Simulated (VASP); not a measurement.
# Br (Pm-3m) in VASP: further runs

The runs below take Br through single point, with PBEsol.

All numbers are computed with VASP 6.6.1; they aren't measurements. Logs are shortened: lines on timing, memory, paths and dates and some standing lists are left out, and cuts for length are marked.

### Step 1. The cell of the first run

The structure is cubic, space group Pm-3m (No. 221). The conventional cell has a = 4.598 Å, b = 4.598 Å, c = 4.598 Å, α = 90.00°, β = 90.00°, γ = 90.00°. Br (site symmetry 4/mmm) has 8 Br at 3.25 Å within 4.3 Å.

### Step 2. Single point, PBEsol

INCAR reads:

```
ALGO = Normal
EDIFF = 1E-6
ENCUT = 500
GGA = PS
GGA_COMPAT = F
ISIF = 2
ISMEAR = -1
LASPH = T
LCHARG = F
LREAL = F
LWAVE = F
NBANDS = 18
NELM = 120
PREC = Accurate
SIGMA = 0.15
```

KPOINTS reads:

```
k-points
0
Gamma
  6 6 6
```

POSCAR reads:

```
Br
1.0
    4.5976403800      0.0000000000      0.0000000000
    0.0000000000      4.5976403800      0.0000000000
    0.0000000000      0.0000000000      4.5976403800
Br
3
Direct
    0.5000000000      0.0000000000      0.0000000000
    0.0000000000      0.5000000000      0.0000000000
    0.0000000000      0.0000000000      0.5000000000
```

Potentials or basis: VASP PAW PBE potentials, release 64 (Br).

Command:

```sh
$ cat potpaw_PBE.64/Br/POTCAR > POTCAR
$ mpirun -np 1 vasp_std > vasp.out
```

OUTCAR:

```text
EDIFF = 1E-6
   ENCUT = 500
   GGA = PS
   ISIF = 2
   ISMEAR = -1
   LASPH = T
   LREAL = F
   NELM = 120
   PREC = Accurate

 ion  position               nearest neighbor table
   1  0.500  0.000  0.000-
   2  0.000  0.500  0.000-
   3  0.000  0.000  0.500-

  LATTYP: Found a simple cubic cell.
 ALAT       =     4.5976403800

  Lattice vectors:

 A1 = (   4.5976403800,   0.0000000000,   0.0000000000)
 A2 = (   0.0000000000,   4.5976403800,   0.0000000000)
 A3 = (   0.0000000000,   0.0000000000,   4.5976403800)

Analysis of symmetry for initial positions (statically):
=====================================================================
 Subroutine PRICEL returns:
 Original cell was already a primitive cell.

 Routine SETGRP: Setting up the symmetry group for a
 simple cubic supercell.

 Subroutine GETGRP returns: Found 48 space group operations
 (whereof 48 operations were pure point group operations)
 out of a pool of 48 trial point group operations.

The static configuration has the point symmetry O_h .

Analysis of symmetry for dynamics (positions and initial velocities):
=====================================================================
 Subroutine PRICEL returns:
 Original cell was already a primitive cell.

 Routine SETGRP: Setting up the symmetry group for a
 simple cubic supercell.

 Subroutine GETGRP returns: Found 48 space group operations
 (whereof 48 operations were pure point group operations)
 out of a pool of 48 trial point group operations.

The dynamic configuration has the point symmetry O_h .

 Subroutine INISYM returns: Found 48 space group operations
 (whereof 48 operations are pure point group operations),
 and found     1 'primitive' translations

----------------------------------------------------------------------------------------

                                     Primitive cell

  volume of cell :      97.1863

  direct lattice vectors                    reciprocal lattice vectors
     4.597640380  0.000000000  0.000000000     0.217502875  0.000000000  0.000000000
     0.000000000  4.597640380  0.000000000     0.000000000  0.217502875  0.000000000
     0.000000000  0.000000000  4.597640380     0.000000000  0.000000000  0.217502875

  length of vectors
     4.597640380  4.597640380  4.597640380     0.217502875  0.217502875  0.217502875

  position of ions in fractional coordinates (direct lattice)
     0.500000000  0.000000000  0.000000000
     0.000000000  0.500000000  0.000000000
     0.000000000  0.000000000  0.500000000

  ion indices of the primitive-cell ions
   primitive index   ion index
                 1           1
                 2           2
                 3           3

----------------------------------------------------------------------------------------

 KPOINTS: k-points

Automatic generation of k-mesh.
 Grid dimensions read from file:
 generate k-points for:    6    6    6

 Generating k-lattice:

  Cartesian coordinates                     Fractional coordinates (reciprocal lattice)
     0.036250479  0.000000000  0.000000000     0.166666667  0.000000000  0.000000000
     0.000000000  0.036250479  0.000000000     0.000000000  0.166666667  0.000000000
     0.000000000  0.000000000  0.036250479     0.000000000  0.000000000  0.166666667

  Length of vectors
     0.036250479  0.036250479  0.036250479

  Shift w.r.t. Gamma in fractional coordinates (k-lattice)
     0.000000000  0.000000000  0.000000000

 Subroutine IBZKPT returns following result:
 ===========================================

 Found     20 irreducible k-points:

 Following reciprocal coordinates:
            Coordinates               Weight
  0.000000  0.000000  0.000000      1.000000
  0.166667  0.000000  0.000000      6.000000
  0.333333  0.000000  0.000000      6.000000
  0.500000  0.000000  0.000000      3.000000
  0.166667  0.166667  0.000000     12.000000
  0.333333  0.166667  0.000000     24.000000
[... 12 lines left out ...]
  0.500000  0.500000  0.333333      6.000000
  0.500000  0.500000  0.500000      1.000000
   k-points           NKPTS =     20   k-points in BZ     NKDIM =     20   number of bands    NBANDS=     18
   number of dos      NEDOS =    301   number of ions     NIONS =      3
   total plane-waves  NPLWV =  46656
   dimension x,y,z NGX =    36 NGY =   36 NGZ =   36
   dimension x,y,z NGXF=    72 NGYF=   72 NGZF=   72
   ions per type =               3
   NGX,Y,Z   is equivalent  to a cutoff of  13.02, 13.02, 13.02 a.u.
   NGXF,Y,Z  is equivalent  to a cutoff of  26.03, 26.03, 26.03 a.u.
 SYSTEM =  unknown system
   PREC   = accura    normal or accurate (medium, high low for compatibility)
   ISTART =      0    job   : 0-new  1-cont  2-samecut
   ICHARG =      2    charge: 1-file 2-atom 10-const
   ISPIN  =      1    spin polarized calculation?
   LNONCOLLINEAR =      F non collinear calculations
   LSORBIT =      F    spin-orbit coupling
   LASPH  =      T    aspherical Exc in radial PAW
   ENCUT  =  500.0 eV  36.75 Ry    6.06 a.u.   8.38  8.38  8.38*2*pi/ulx,y,z
   NELM   =    120;   NELMIN=  2; NELMDL= -5     # of ELM steps
   EDIFF  = 0.1E-05   stopping-criterion for ELM
   LREAL  =      F    real-space projection
   EDIFFG = 0.1E-04   stopping-criterion for IOM
   NSW    =      0    number of steps for IOM
   IBRION =     -1    ionic relax: 0-MD 1-quasi-New 2-CG
   NFREE  =      0    steps in history (QN), initial steepest desc. (CG)
   ISIF   =      2    stress and relaxation
   ISYM   =      2    0-nonsym 1-usesym 2-fastsym
   POTIM  = 0.5000    time-step for ionic-motion
   TEBEG  =    0.0;   TEEND  =   0.0 temperature during run
   PSTRESS=    0.0 pullay stress
   NELECT =      21.0000    total number of electrons
   NUPDOWN=      -1.0000    fix difference up-down
   EMIN   =  10.00;   EMAX   =-10.00  energy-range for DOS
   EFERMI =   0.00;   METHOD = LEGACY
   ISMEAR =    -1;   SIGMA  =   0.15  broadening in eV -4-tet -1-fermi 0-gaus
   EFERMI_NEDOS =   21; number of points for ismear=-14 and -15
   IALGO  =     38    algorithm
   IMIX   =      4    mixing-type and parameters
     AMIX     =   0.40;   BMIX     =  1.00
     AMIX_MAG =   1.60;   BMIX_MAG =  1.00
  volume/ion in A,a.u.               =      32.40       218.62
  Fermi-wavevector in a.u.,A,eV,Ry     =   0.982380  1.856429 13.130586  0.965071
  Thomas-Fermi vector in A             =   2.113458
   LORBIT       =      0    0 simple, 1 ext, 2 COOP (PROOUT), +10 PAW based schemes
   GGA     = PS    functional components
   LHFCALC =     F    Hartree Fock is set to
   AEXX    =    0.0000 exact exchange contribution
   IVDW    =     0    specifies the selected vdW correction
   LEPSILON=     F    determine dielectric tensor
   LRPA    =     F    only Hartree local field effects (RPA)
 non-spin polarized calculation
  energy-cutoff  :      500.00
  volume of cell :       97.19
 maximum number of plane-waves:      2517
 NGX is ok and might be reduce to    36
   NGX = 17   NGY = 17   NGZ = 17

 number of electron      21.0000006 magnetization

 Free energy of the ion-electron system (eV)
  ---------------------------------------------------
  ext. energy  EPLUGINS =         0.00000000
  ---------------------------------------------------
  free energy    TOTEN  =        -4.01911526 eV

  energy without entropy =       -3.63396159  energy(sigma->0) =       -3.82653843

 E-fermi :   0.0892     XC(G=0):  -8.2914

 val. band max:        0.0300389748   @ k =   0.5000   0.0000   0.0000
 cond. band min:       0.0897313847   @ k =   0.3333   0.0000   0.0000
 fundamental gap:      0.0596924099
 Fermi energy:         0.0891655701

 k-point     1 :       0.0000    0.0000    0.0000
  band No.  band energies     occupation
      1     -15.0896      2.00000
      2     -13.3361      2.00000
      3     -13.3361      2.00000
      4      -3.5784      2.00000
      5      -3.5784      2.00000
      6      -3.5784      2.00000
[... 10 lines left out ...]
     17       8.8454      0.00000
     18       8.8454      0.00000

 k-point     2 :       0.1667    0.0000    0.0000
  band No.  band energies     occupation
      1     -15.0026      2.00000
      2     -13.4617      2.00000
      3     -13.3297      2.00000
      4      -3.4624      2.00000
      5      -3.4624      2.00000
      6      -3.3980      2.00000
[... 10 lines left out ...]
     17       8.9796      0.00000
     18       9.3152      0.00000

 k-point     3 :       0.3333    0.0000    0.0000
  band No.  band energies     occupation
      1     -14.7706      2.00000
      2     -13.7692      2.00000
      3     -13.3169      2.00000
      4      -3.1635      2.00000
      5      -3.1635      2.00000
      6      -2.8801      2.00000
[... 10 lines left out ...]
     17      10.1910      0.00000
     18      10.2362      0.00000

 k-point     4 :       0.5000    0.0000    0.0000
  band No.  band energies     occupation
      1     -14.5759      2.00000
      2     -14.0009      2.00000
      3     -13.3104      2.00000
      4      -2.9436      2.00000
      5      -2.9436      2.00000
      6      -2.2205      2.00000
[... 10 lines left out ...]
     17      10.5868      0.00000
     18      10.5868      0.00000

 k-point     5 :       0.1667    0.1667    0.0000
  band No.  band energies     occupation
      1     -14.9179      2.00000
      2     -13.5063      2.00000
      3     -13.3936      2.00000
      4      -3.6044      2.00000
      5      -3.3441      2.00000
      6      -2.9957      2.00000
[... 10 lines left out ...]
     17       9.2412      0.00000
     18       9.6516      0.00000

 k-point     6 :       0.3333    0.1667    0.0000
  band No.  band energies     occupation
      1     -14.6914      2.00000
      2     -13.7675      2.00000
      3     -13.4059      2.00000
      4      -3.4608      2.00000
      5      -3.0360      2.00000
      6      -2.4952      2.00000
[... 10 lines left out ...]
     17       9.8471      0.00000
     18      10.2786      0.00000

 k-point     7 :       0.5000    0.1667    0.0000
  band No.  band energies     occupation
      1     -14.4975      2.00000
      2     -13.9893      2.00000
      3     -13.4012      2.00000
      4      -3.1686      2.00000
      5      -2.8032      2.00000
      6      -2.7579      2.00000
[... 10 lines left out ...]
     17      10.1017      0.00000
     18      10.3517      0.00000

 k-point     8 :       0.3333    0.3333    0.0000
  band No.  band energies     occupation
      1     -14.4774      2.00000
      2     -13.8137      2.00000
      3     -13.5903      2.00000
      4      -3.5904      2.00000
      5      -2.9093      2.00000
      6      -2.6916      2.00000
[... 10 lines left out ...]
     17       9.7157      0.00000
     18      10.6993      0.00000
[... 145 lines left out ...]
     17      10.6937      0.00000
     18      11.1582      0.00000

 k-point    16 :       0.5000    0.5000    0.1667
  band No.  band energies     occupation
      1     -13.9644      2.00000
      2     -13.9425      2.00000
      3     -13.9425      2.00000
      4      -4.0966      2.00000
      5      -3.5766      2.00000
      6      -2.6067      2.00000
[... 10 lines left out ...]
     17      10.5409      0.00000
     18      10.5409      0.00000

 k-point    17 :       0.3333    0.3333    0.3333
  band No.  band energies     occupation
      1     -14.2532      2.00000
      2     -13.7825      2.00000
      3     -13.7825      2.00000
      4      -4.4323      2.00000
      5      -3.0410      2.00000
      6      -3.0388      2.00000
[... 10 lines left out ...]
     17      10.2608      0.00000
     18      11.6842      0.00000

 k-point    18 :       0.5000    0.3333    0.3333
  band No.  band energies     occupation
      1     -14.0941      2.00000
      2     -13.9314      2.00000
      3     -13.7720      2.00000
      4      -4.5708      2.00000
      5      -3.3386      2.00000
      6      -3.2403      2.00000
[... 10 lines left out ...]
     17      10.7184      0.00000
     18      11.2704      0.00000

 k-point    19 :       0.5000    0.5000    0.3333
  band No.  band energies     occupation
      1     -13.9272      2.00000
      2     -13.9198      2.00000
      3     -13.9198      2.00000
      4      -4.7776      2.00000
      5      -3.5239      2.00000
      6      -3.2635      2.00000
[... 10 lines left out ...]
     17      11.5166      0.00000
     18      11.5166      0.00000

 k-point    20 :       0.5000    0.5000    0.5000
  band No.  band energies     occupation
      1     -13.9083      2.00000
      2     -13.9083      2.00000
      3     -13.9083      2.00000
      4      -5.0320      2.00000
      5      -3.4969      2.00000
      6      -3.4969      2.00000
[... 10 lines left out ...]
     17      12.3080      0.00000
     18      12.3080      0.00000

------------------------ aborting loop because EDIFF is reached ----------------------------------------

  FORCE on cell =-STRESS in cart. coord.  units (eV):
  Direction    XX          YY          ZZ          XY          YZ          ZX
  --------------------------------------------------------------------------------------
  -------------------------------------------------------------------------------------
  Total       -1.4232245     -1.4232245     -1.4232245     -0.0000000      0.0000000      0.0000000
  in kB      -23.4627549    -23.4627549    -23.4627549     -0.0000000      0.0000000      0.0000000
  external PRESSURE =     -23.4627549 kB  Pullay stress =       0.0000000 kB

 VOLUME and BASIS-vectors are now :
 -----------------------------------------------------------------------------
  energy-cutoff  :      500.00
  volume of cell :       97.19
      direct lattice vectors                 reciprocal lattice vectors
     4.597640380  0.000000000  0.000000000     0.217502875  0.000000000  0.000000000
     0.000000000  4.597640380  0.000000000     0.000000000  0.217502875  0.000000000
     0.000000000  0.000000000  4.597640380     0.000000000  0.000000000  0.217502875

 POSITION                                       TOTAL-FORCE (eV/Angst)
 -----------------------------------------------------------------------------------
      2.29882      0.00000      0.00000         0.000000      0.000000      0.000000
      0.00000      2.29882      0.00000         0.000000      0.000000      0.000000
      0.00000      0.00000      2.29882         0.000000      0.000000      0.000000
 -----------------------------------------------------------------------------------
    total drift:                                0.000000      0.000000     -0.000000

  FREE ENERGIE OF THE ION-ELECTRON SYSTEM (eV)
  ---------------------------------------------------
  free  energy   TOTEN  =        -4.0191152647 eV

  energy  without entropy=       -3.6339615898  energy(sigma->0) =       -3.82653843
```

Wall time 35 s (1 thread of Intel Xeon 8259CL, shared host); peak memory 0.2 GiB.

What came out:

| Item | Value |
| --- | --- |
| Free energy | -4.0191 eV |
| Pressure | -2.3 GPa |
| Band gap on the k mesh | zero (an odd number of electrons rules out a gap without spin polarisation) |

Caveat: the PAW data sets were made with another functional, which shifts forces and pressure a little; an odd number of electrons without spin polarisation forces a metal; a magnetic or distorted state may lie lower.

### Step 3. Single point, PBEsol

This run uses another cell than the first one, of 33.69 Å³/atom.

INCAR reads:

```
SYSTEM = Br
PREC = Accurate
ENCUT = 500
EDIFF = 1E-6
ISMEAR = -1
SIGMA = 0.15
LREAL = .False.
LASPH = .True.
NELM = 120
ALGO = Normal
ISIF = 2
LWAVE = .False.
LCHARG = .False.
GGA = PS
NBANDS = 18
GGA_COMPAT = .False.
```

KPOINTS reads:

```
Automatic mesh
0
Gamma
  6 6 6
  0 0 0
```

POSCAR reads:

```
Br
1.0
    4.6581425864      0.0000000000      0.0000000000
    0.0000000000      4.6581425864      0.0000000000
    0.0000000000      0.0000000000      4.6581425864
Br
3
Direct
    0.5000000000      0.0000000000      0.0000000000
    0.0000000000      0.5000000000      0.0000000000
    0.0000000000      0.0000000000      0.5000000000
```

Potentials or basis: VASP PAW PBE potentials, release 64 (Br).

Command:

```sh
$ cat potpaw_PBE.64/Br/POTCAR > POTCAR
$ mpirun -np 1 vasp_std > vasp.out
```

It took 34 s on 1 thread of Intel Xeon 8259CL, shared host; peak memory 0.2 GiB.

Results (log left out):

```yaml
Free_energy: -3.9552 eV
Pressure: -2.9 GPa
Band_gap_on_the_k_mesh: zero (an odd number of electrons rules out a gap without spin polarisation)
```

Levels at points of the mesh, in eV from the Fermi level:
```
           k point  band 8  band 9  band 10  band 11  band 12  band 13
(0.00, 0.00, 0.00)   -0.88   -0.88     0.32     0.32     0.32     5.18
(0.50, 0.00, 0.00)   -1.59   -1.59    -1.30    -0.05    -0.05     7.35
(0.50, 0.50, 0.00)   -1.71   -1.53    -1.53     0.24     0.48     8.22
(0.50, 0.50, 0.50)    0.29    0.29     0.50     0.50     0.50     5.72
```

Caveat: the PAW data sets were made with another functional, which shifts forces and pressure a little; an odd number of electrons without spin polarisation forces a metal; a magnetic or distorted state may lie lower.

(Part 1 of 2 ends here.)

The gap in the log of VASP goes by the Fermi energy; the results here count the filled bands.